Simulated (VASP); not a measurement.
# Si3N4: relaxation of cell and atoms with PBE

The system is Si3N4.

```xyz
14
Lattice="5.3378 -0.0461 -0.0620 -0.0461 5.3191 0.1015 -0.0620 0.1015 5.4132" Properties=species:S:1:pos:R:3 pbc="T T T"
Si    4.5370    3.9356    4.2331
Si    1.0810    1.1930    1.7313
Si    3.6353    2.1816    2.7856
Si    1.8151    3.8563    2.9397
Si    3.7579    1.2480    0.2038
Si    1.9769    3.9558    0.2795
N     0.8520    4.3032    4.3391
N     4.4246    2.2421    4.3354
N     1.8643    2.0291    3.0285
N     4.6952    1.4699    1.6735
N     2.2184    2.1698    0.5557
N     3.5874    3.9493    2.7620
N     3.4309    4.9991    5.2017
N     1.2145    4.8145    1.5502
```

```
Program                : VASP 6.6.1
Task                   : relaxation of cell and atoms
Functional             : PBE
Potentials or basis    : VASP PAW PBE potentials, release 64 (Si, N)
Cutoff                 : 600 eV
k mesh                 : 2 × 2 × 2, shifted
Occupations            : gaussian, width 0.1 eV
Spin                   : no spin polarisation
Dipole correction      : no
Further INCAR settings : ALGO = Normal; EDIFF = 1e-07; ISYM = 0; IBRION = 2; EDIFFG = -0.04; NSW = 90; ISIF = 3
```

The relaxed volume is 10.83 Å³/atom, the relaxed cell is a = 5.169 Å, b = 4.947 Å, c = 5.928 Å, α = 89.26°, β = 89.42°, γ = 90.21° and the space group after relaxing (to 0.1 Å) is P1 (No. 1). The energy gained by relaxing is 175.1 meV/atom, the ionic steps are 28 and the pressure after relaxing is 0.0 GPa. The largest force after relaxing is 0.029 eV/Å and the band gap on the k mesh is 4.49 eV (least direct gap 4.58 eV).

Forces in eV/Å, atoms in the order of the input:
```
Si  -0.009  0.001 -0.020
Si   0.001  0.008  0.012
Si  -0.005  0.011  0.006
Si   0.013 -0.019  0.013
Si   0.019  0.001 -0.021
Si   0.000  0.006 -0.015
N    0.009 -0.001  0.009
N    0.021 -0.006  0.015
N   -0.005  0.005 -0.006
N   -0.006  0.001 -0.006
N   -0.022 -0.008  0.000
N    0.013 -0.011 -0.003
N   -0.025  0.015 -0.005
N   -0.005 -0.003  0.021
```

The path:
```tsv
step	energy change (eV)	largest force (eV/Å)	pressure (GPa)	volume (Å³)
1	0.0000	2.8257	-0.05	153.61
2	-0.7131	4.3422	2.30	153.09
3	-1.0916	2.2576	0.12	153.38
4	-1.7345	1.7364	-0.87	153.31
5	-1.7444	1.4471	-0.86	153.34
6	-2.0107	1.9172	-0.11	152.17
7	-2.0345	1.3537	-0.39	152.44
8	-2.1717	1.0750	0.85	151.56
9	-2.1718	1.0389	0.81	151.58
10	-2.2974	0.5771	0.38	151.79
11	-2.3198	0.8037	0.13	151.91
12	-2.3827	0.4447	-0.71	152.21
13	-2.3828	0.4303	-0.69	152.21
14	-2.4163	0.3038	0.03	151.59
15	-2.4178	0.3586	0.24	151.42
16	-2.4359	0.2827	0.17	151.33
17	-2.4362	0.3352	0.16	151.32
18	-2.4442	0.1742	-0.06	151.46
19	-2.4442	0.1733	-0.06	151.46
20	-2.4472	0.1140	0.08	151.44
21	-2.4473	0.1359	0.10	151.44
22	-2.4496	0.1069	0.00	151.54
23	-2.4496	0.1160	-0.01	151.55
24	-2.4510	0.0711	-0.05	151.60
25	-2.4510	0.0786	-0.06	151.61
26	-2.4518	0.0463	0.02	151.57
27	-2.4518	0.0521	0.02	151.56
28	-2.4521	0.0293	0.00	151.58
```

Final structure:
```
Si N
1.0
     5.16902   -0.01040    0.02235
    -0.00809    4.94707    0.05055
     0.03421    0.01602    5.92788
Si N
6 8
Direct
  0.86240 0.73722 0.79759
  0.20707 0.23666 0.28957
  0.70355 0.40512 0.52136
  0.35570 0.73912 0.54138
  0.69628 0.23500 0.03500
  0.36990 0.73817 0.03897
  0.18918 0.82012 0.79298
  0.83348 0.37694 0.79574
  0.36515 0.38057 0.51391
  0.87712 0.30943 0.28176
  0.38998 0.38380 0.06894
  0.69213 0.76855 0.54975
  0.67575 0.88555 0.00287
  0.24966 0.88551 0.28764
```

Levels at points of the mesh, in eV from the valence-band top:
```tsv
k point	band 29	band 30	band 31	band 32	band 33	band 34	band 35	band 36
(0.25, 0.25, 0.25)	-0.98	-0.83	-0.44	-0.08	4.61	4.92	5.63	5.88
```

It took 20 min on 1 thread of Intel Xeon 8259CL (shared host), peak memory 0.33 GiB.

Caveat: the k points lie up to 0.64 Å⁻¹ apart in the final cell; the atoms stand as in a frame of molecular dynamics.
